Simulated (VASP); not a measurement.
# Te2Mo (P6_3/mmc) in VASP: a series of runs, part 3 of 3

VASP 6.6.1. The steps go on from the part before.

## 4. Single point, revPBE

This run uses another cell than the first one, of 24.96 Å³/atom, 1.011 times its volume.

Input file INCAR:

```
SYSTEM = Te2Mo
PREC = Accurate ; ENCUT = 520
EDIFF = 1E-7 ; ISMEAR = -1
SIGMA = 0.05 ; LREAL = .FALSE.
LASPH = .TRUE. ; NELM = 100
ALGO = Normal ; ISIF = 2
LWAVE = .FALSE. ; LCHARG = .FALSE.
GGA = RE ; NBANDS = 35
```

Input file KPOINTS:

```
regular mesh
0
G
  9 9 2
  0 0 0
```

Input file POSCAR:

```
Te2Mo
1.0
    3.5182000000      0.0000000000      0.0000000000
   -1.7591000000      3.0468505756      0.0000000000
    0.0000000000      0.0000000000     13.9736000000
Te Mo
4 2
Direct
    0.6666666667      0.3333333333      0.3790000000
    0.3333333333      0.6666666667      0.8790000000
    0.6666666667      0.3333333333      0.1210000000
    0.3333333333      0.6666666667      0.6210000000
    0.6666666667      0.3333333333      0.7500000000
    0.3333333333      0.6666666667      0.2500000000
```

Potentials or basis: VASP PAW PBE potentials, release 64 (Te, Mo_sv).

On the command line:

```sh
cat potpaw_PBE.64/Te/POTCAR potpaw_PBE.64/Mo_sv/POTCAR > POTCAR
mpirun -np 1 vasp_std > vasp.out
```

OUTCAR:

```text
SYSTEM = Te2Mo
   PREC = Accurate
   ENCUT = 520
   EDIFF = 1E-7
   ISMEAR = -1
   LREAL = .FALSE.
   LASPH = .TRUE.
   NELM = 100
   ISIF = 2
   GGA = RE

 ion  position               nearest neighbor table
   1  0.667  0.333  0.379-   6 2.72   6 2.72   6 2.72   3 3.61
   2  0.333  0.667  0.879-   5 2.72   5 2.72   5 2.72   4 3.61
   3  0.667  0.333  0.121-   6 2.72   6 2.72   6 2.72   1 3.61
   4  0.333  0.667  0.621-   5 2.72   5 2.72   5 2.72   2 3.61
   5  0.667  0.333  0.750-   2 2.72   4 2.72   2 2.72   4 2.72   2 2.72   4 2.72
   6  0.333  0.667  0.250-   1 2.72   3 2.72   1 2.72   3 2.72   1 2.72   3 2.72

  LATTYP: Found a hexagonal cell.
 ALAT       =     3.5182000000
 C/A-ratio  =     3.9718037633

  Lattice vectors:

 A1 = (   3.5182000000,   0.0000000000,   0.0000000000)
 A2 = (  -1.7591000000,   3.0468505756,   0.0000000000)
 A3 = (   0.0000000000,   0.0000000000,  13.9736000000)

Analysis of symmetry for initial positions (statically):
[... 183 lines left out ...]

 val. band max:        8.2217516040   @ k =   0.0000   0.0000   0.0000
 cond. band min:       9.0168006599   @ k =   0.2222   0.2222   0.0000
 fundamental gap:      0.7950490559
 Fermi energy:         8.5972929922

 k-point     1 :       0.0000    0.0000    0.0000
  band No.  band energies     occupation
      1     -52.6033      2.00000
      2     -52.6033      2.00000
      3     -26.7693      2.00000
      4     -26.7693      2.00000
      5     -26.6490      2.00000
      6     -26.6490      2.00000
[... 901 lines left out ...]
     34      11.8652      0.00000
     35      13.1950      0.00000

------------------------ aborting loop because EDIFF is reached ----------------------------------------

  FORCE on cell =-STRESS in cart. coord.  units (eV):
  Direction    XX          YY          ZZ          XY          YZ          ZX
  --------------------------------------------------------------------------------------
  -------------------------------------------------------------------------------------
  Total        3.7414901      3.7414901      4.5818133      0.0000000      0.0000000     -0.0000000
  in kB       40.0198260     40.0198260     49.0081136      0.0000000      0.0000000     -0.0000000
  external PRESSURE =      43.0159219 kB  Pullay stress =       0.0000000 kB

 VOLUME and BASIS-vectors are now :
 -----------------------------------------------------------------------------
  energy-cutoff  :      520.00
  volume of cell :      149.79
      direct lattice vectors                 reciprocal lattice vectors
     3.518200000  0.000000000  0.000000000     0.284236257  0.164103880  0.000000000
    -1.759100000  3.046850576  0.000000000     0.000000000  0.328207759  0.000000000
     0.000000000  0.000000000 13.973600000     0.000000000  0.000000000  0.071563520

 POSITION                                       TOTAL-FORCE (eV/Angst)
 -----------------------------------------------------------------------------------
      1.75910      1.01562      5.29599        -0.000000     -0.000000      0.242936
     -0.00000      2.03123     12.28279        -0.000000      0.000000      0.242936
      1.75910      1.01562      1.69081        -0.000000     -0.000000     -0.242936
     -0.00000      2.03123      8.67761        -0.000000      0.000000     -0.242936
      1.75910      1.01562     10.48020        -0.000000     -0.000000     -0.000000
     -0.00000      2.03123      3.49340         0.000000      0.000000     -0.000000
 -----------------------------------------------------------------------------------
    total drift:                               -0.000000      0.000000     -0.000000

  FREE ENERGIE OF THE ION-ELECTRON SYSTEM (eV)
  ---------------------------------------------------
  free  energy   TOTEN  =       -33.7334397077 eV

  energy  without entropy=      -33.7334166344  energy(sigma->0) =      -33.73342817
```

OSZICAR:

```text
N       E                     dE             d eps       ncg     rms          rms(c)
DAV:   1     0.404149993363E+03    0.40415E+03   -0.26955E+04  1896   0.133E+03
DAV:   2    -0.135943069798E+02   -0.41774E+03   -0.40474E+03  2049   0.321E+02
DAV:   3    -0.344437778014E+02   -0.20849E+02   -0.20454E+02  2036   0.634E+01
DAV:   4    -0.348977495703E+02   -0.45397E+00   -0.45184E+00  2006   0.936E+00
DAV:   5    -0.349091100432E+02   -0.11360E-01   -0.11358E-01  2099   0.151E+00    0.214E+01
DAV:   6    -0.341877054514E+02    0.72140E+00   -0.54092E+00  1847   0.127E+01    0.879E+00
DAV:   7    -0.341539322082E+02    0.33773E-01   -0.46177E+00  1764   0.103E+01    0.612E+00
DAV:   8    -0.337326009667E+02    0.42133E+00   -0.97389E-01  1764   0.540E+00    0.264E+00
DAV:   9    -0.337402569462E+02   -0.76560E-02   -0.19515E-01  1959   0.203E+00    0.113E+00
DAV:  10    -0.337331242423E+02    0.71327E-02   -0.32674E-02  1832   0.106E+00    0.360E-01
DAV:  11    -0.337336102099E+02   -0.48597E-03   -0.22982E-03  1836   0.234E-01    0.192E-01
DAV:  12    -0.337334624716E+02    0.14774E-03   -0.28267E-04  1967   0.879E-02    0.138E-01
DAV:  13    -0.337334413122E+02    0.21159E-04   -0.11077E-04  1802   0.536E-02    0.563E-02
DAV:  14    -0.337334407966E+02    0.51558E-06   -0.13943E-05  2027   0.171E-02    0.321E-02
DAV:  15    -0.337334403454E+02    0.45123E-06   -0.16971E-06  1586   0.581E-03    0.165E-02
DAV:  16    -0.337334395404E+02    0.80500E-06   -0.25105E-06  1974   0.856E-03    0.232E-03
DAV:  17    -0.337334396472E+02   -0.10682E-06   -0.13905E-07  1245   0.173E-03    0.844E-04
DAV:  18    -0.337334397077E+02   -0.60466E-07   -0.20478E-08   891   0.666E-04
   1 F= -.33733440E+02 E0= -.33733428E+02  d E =-.230733E-04
```

stdout:

```text
POSCAR found type information on POSCAR TeMo
 POSCAR found :  2 types and       6 ions
 scaLAPACK will be used
 -----------------------------------------------------------------------------
|                                                                             |
|                                                                             |
|     You enforced a specific xc type in the INCAR file but a different       |
|     I HOPE YOU KNOW WHAT YOU ARE DOING!                                     |
|                                                                             |
 -----------------------------------------------------------------------------

 LDA part: xc-table for (Slater+PW92), standard interpolation
 POSCAR, INCAR and KPOINTS ok, starting setup
 FFT: planning ... GRIDC
 FFT: planning ... GRID_SOFT
 FFT: planning ... GRID
 WAVECAR not read
 entering main loop
```

Run time: 4.5 min. Hardware: 1 thread of Intel Xeon Platinum 8488C (Sapphire Rapids), shared host; peak memory 0.33 GiB.

What came out:

* Free energy: -33.7334 eV
* Pressure: 4.3 GPa
* Largest force: 0.243 eV/Å
* Band gap on the k mesh: 0.80 eV, indirect (least direct gap 1.04 eV)

Forces in eV/Å, atoms in the order of the input:
```
Te   0.000  0.000  0.243
Te   0.000  0.000  0.243
Te   0.000  0.000 -0.243
Te   0.000  0.000 -0.243
Mo   0.000  0.000  0.000
Mo   0.000  0.000  0.000
```

Stress tensor (GPa, compression positive):
```
4.00 0.00 0.00
0.00 4.00 0.00
0.00 0.00 4.90
```

Levels at points of the mesh, in eV from the valence-band top:
| k point | band 22 | band 23 | band 24 | band 25 | band 26 | band 27 | band 28 | band 29 | band 30 | band 31 |
| --- | --- | --- | --- | --- | --- | --- | --- | --- | --- | --- |
| (0.00, 0.00, 0.00) | -1.05 | -1.02 | -1.02 | -0.32 | 0.00 | 2.91 | 2.91 | 3.04 | 3.04 | 3.14 |
| (0.00, 0.00, 0.50) | -1.04 | -1.04 | -1.04 | -0.08 | -0.08 | 2.94 | 2.94 | 2.94 | 2.94 | 3.29 |

Caveat: the PAW data sets were made with another functional, which shifts forces and pressure a little; spin-orbit coupling is left out, which moves the levels of the heavy elements; this functional lacks dispersion, which binds the layers, so the pressure and a relaxed spacing across them are unreliable.

## 5. Single point, BLYP+D3(BJ)

This run uses another cell than the first one, of 23.47 Å³/atom, 0.951 times its volume.

Input file INCAR:

```
SYSTEM = Te2Mo
AGGAC = 1.0
AGGAX = 1.0
ALDAC = 0.0
ALDAX = 1.0
ALGO = Normal
EDIFF = 1E-6
ENCUT = 520
GGA = B5
ISIF = 2
ISMEAR = -1
IVDW = 12
LASPH = .TRUE.
LCHARG = .TRUE.
LELF = .TRUE.
LREAL = .FALSE.
LVHAR = .TRUE.
LWAVE = .FALSE.
NBANDS = 35
NELM = 80
PREC = Accurate
SIGMA = 0.05
VDW_A1 = 0.4298
VDW_A2 = 4.2359
VDW_S6 = 1.0
VDW_S8 = 2.6996
```

Input file KPOINTS:

```
k-points
0
G
  9 9 2
  0 0 0
```

Changes to POSCAR since step 4:

```diff
@@ -2,5 +2,5 @@
 1.0
-    3.5182000000      0.0000000000      0.0000000000
-   -1.7591000000      3.0468505756      0.0000000000
-    0.0000000000      0.0000000000     13.9736000000
+    3.4463798477      0.0000000000      0.0000000000
+   -1.7231899238      2.9846524992      0.0000000000
+    0.0000000000      0.0000000000     13.6883444487
 Te Mo
```

Potentials or basis: VASP PAW PBE potentials, release 64 (Te, Mo_sv).

On the command line:

```sh
cat potpaw_PBE.64/Te/POTCAR potpaw_PBE.64/Mo_sv/POTCAR > POTCAR
mpirun -np 1 vasp_std > vasp.out
```

OUTCAR:

```text
SYSTEM = Te2Mo
   EDIFF = 1E-6
   ENCUT = 520
   GGA = B5
   ISIF = 2
   ISMEAR = -1
   IVDW = 12
   LASPH = .TRUE.
   LREAL = .FALSE.
   NELM = 80
   PREC = Accurate
 IVDW          = 12

 ion  position               nearest neighbor table
   1  0.667  0.333  0.379-   6 2.66   6 2.66   6 2.66   3 3.53
   2  0.333  0.667  0.879-   5 2.66   5 2.66   5 2.66   4 3.53
   3  0.667  0.333  0.121-   6 2.66   6 2.66   6 2.66   1 3.53
   4  0.333  0.667  0.621-   5 2.66   5 2.66   5 2.66   2 3.53
[... 1123 lines left out ...]
  --------------------------------------------------------------------------------------
  -------------------------------------------------------------------------------------
  Total       7.34001     7.34001     8.22534     0.00000     0.00000     0.00000
  in kB      83.52166    83.52166    93.59583     0.00000     0.00000     0.00000
  external pressure =       86.88 kB  Pullay stress =        0.00 kB

 VOLUME and BASIS-vectors are now :
 -----------------------------------------------------------------------------
  energy-cutoff  :      520.00
  volume of cell :      140.80
      direct lattice vectors                 reciprocal lattice vectors
     3.446379848  0.000000000  0.000000000     0.290159543  0.167523690  0.000000000
    -1.723189924  2.984652499  0.000000000     0.000000000  0.335047380  0.000000000
     0.000000000  0.000000000 13.688344449     0.000000000  0.000000000  0.073054854

 POSITION                                       TOTAL-FORCE (eV/Angst)
 -----------------------------------------------------------------------------------
      1.72319      0.99488      5.18788        -0.000000     -0.000000      1.447996
     -0.00000      1.98977     12.03205         0.000000     -0.000000      1.447996
      1.72319      0.99488      1.65629        -0.000000     -0.000000     -1.447996
     -0.00000      1.98977      8.50046        -0.000000      0.000000     -1.447996
      1.72319      0.99488     10.26626        -0.000000      0.000000      0.000000
     -0.00000      1.98977      3.42209         0.000000     -0.000000      0.000000
 -----------------------------------------------------------------------------------
    total drift:                               -0.000000      0.000000     -0.000000

  FREE ENERGIE OF THE ION-ELECTRON SYSTEM (eV)
  ---------------------------------------------------
  free  energy   TOTEN  =       -37.3061430404 eV

  energy  without entropy=      -37.3061121354  energy(sigma->0) =      -37.30612759
```

Wall time 2.1 min (1 thread of AMD EPYC 9R45 (Zen 5), shared host); peak memory 0.3 GiB.

Results:

| Property | Result |
| --- | --- |
| Free energy | -37.3061 eV |
| Pressure | 8.7 GPa |
| Largest force | 1.448 eV/Å |
| Band gap on the k mesh | 0.77 eV, indirect (least direct gap 1.13 eV) |
| Dispersion energy per atom | -1.338 eV |

Forces on the atoms (eV/Å):
```
Te   0.000  0.000  1.448
Te   0.000  0.000  1.448
Te   0.000  0.000 -1.448
Te   0.000  0.000 -1.448
Mo   0.000  0.000  0.000
Mo   0.000  0.000  0.000
```

Stress tensor (GPa, compression positive):
```
8.35 0.00 0.00
0.00 8.35 0.00
0.00 0.00 9.36
```

Caveat: the PAW data sets were made with another functional, which shifts forces and pressure a little; spin-orbit coupling is left out, which moves the levels of the heavy elements. A k mesh can miss the band edges.

## 6. The runs side by side

| level | cell | gap on the mesh (eV) | pressure (GPa) | largest force (eV/Å) |
| --- | --- | --- | --- | --- |
| PBEsol | a = 3.494, b = 3.494, c = 14.010 Å, angles 90.0, 90.0, 120.0°, 6 atoms | 0.79 | 0.1 | 0.03 |
| PBEsol+D3(BJ) | a = 3.518, b = 3.518, c = 13.974 Å, angles 90.0, 90.0, 120.0°, 6 atoms | 0.75 | -4.4 | 0.05 |
| revPBE | a = 3.518, b = 3.518, c = 13.974 Å, angles 90.0, 90.0, 120.0°, 6 atoms | 0.80 | 4.3 | 0.24 |
| BLYP+D3(BJ) | a = 3.446, b = 3.446, c = 13.688 Å, angles 90.0, 90.0, 120.0°, 6 atoms | 0.77 | 8.7 | 1.45 |

Alike in all rows: task single point; potentials or basis VASP PAW PBE potentials, release 64 (Te, Mo_sv); no spin polarisation; k mesh 9 × 9 × 2; cutoff (eV) 520; smearing fermi-dirac 0.05 eV.

Caveats: the PAW data sets were made with another functional, which shifts forces and pressure a little; spin-orbit coupling is left out, which moves the levels of the heavy elements; this functional lacks dispersion, which binds the layers, so the pressure and a relaxed spacing across them are unreliable (some runs); three body term missing (some runs).

Absolute energies hang on the potentials; compare differences alone.

## 7. Against experiment

Step 2. Against the measured gap of Te2Mo, 0.88 eV (indirect; 300 K; quoted in “Broadband infrared study of pressure-tunable Fano resonance and metallization transition in 2H-MoTe2”, 2022, pmc:9569381), the calculated 0.79 eV is off by -0.09 eV. Spin-orbit coupling on Mo, Te is left out. The value is that of PBEsol on a finite k mesh, which can miss the band edges, without temperature or zero-point motion. Semilocal functionals fall short of measured gaps as a rule.
